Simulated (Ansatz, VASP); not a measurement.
## Mg in VASP and in Ansatz

```
CELL_PARAMETERS angstrom
3.18820 0.00000 0.00000
0.00000 5.10847 0.00000
0.00000 0.00000 25.12389
ATOMIC_POSITIONS crystal
Mg 0.00000 0.25000 0.29797
Mg 0.00000 0.75000 0.36946
Mg 0.50000 0.25000 0.40734
Mg 0.50000 0.75000 0.48128
Mg 0.00000 0.25000 0.51872
Mg 0.00000 0.75000 0.59266
Mg 0.50000 0.25000 0.63054
Mg 0.50000 0.75000 0.70203
```

Alike in both runs: functional PBEsol; k mesh 11 × 7 × 1; occupations gaussian, width 0.1 eV; no spin polarisation.

Ansatz relaxed the structure, and its values are those at the end. VASP's run is a single point on that final structure, the one shown.

```csv
,VASP,Ansatz
version,VASP 6.6.1,Ansatz 0.2.0
potentials or method,"VASP PAW PBE potentials, release 64 (Mg), cutoff 520 eV","scalar-relativistic, plane waves, PAW"
valence electrons in the cell,16,80
```

|  | VASP | Ansatz | Ansatz less VASP |
| --- | --- | --- | --- |
| gap on the k mesh at the Fermi level (eV) | none | none | - |
| rms of the force components (eV/Å) | 0.005 | 0.004 | -0.0003 |

VASP's potentials were made for PBE, not for PBEsol. A gap of «none» marks a metal or a gap that the smearing closes. VASP's potentials hold 16 valence electrons a cell and Ansatz's 80, so a difference there can come from the potentials and not from the codes.
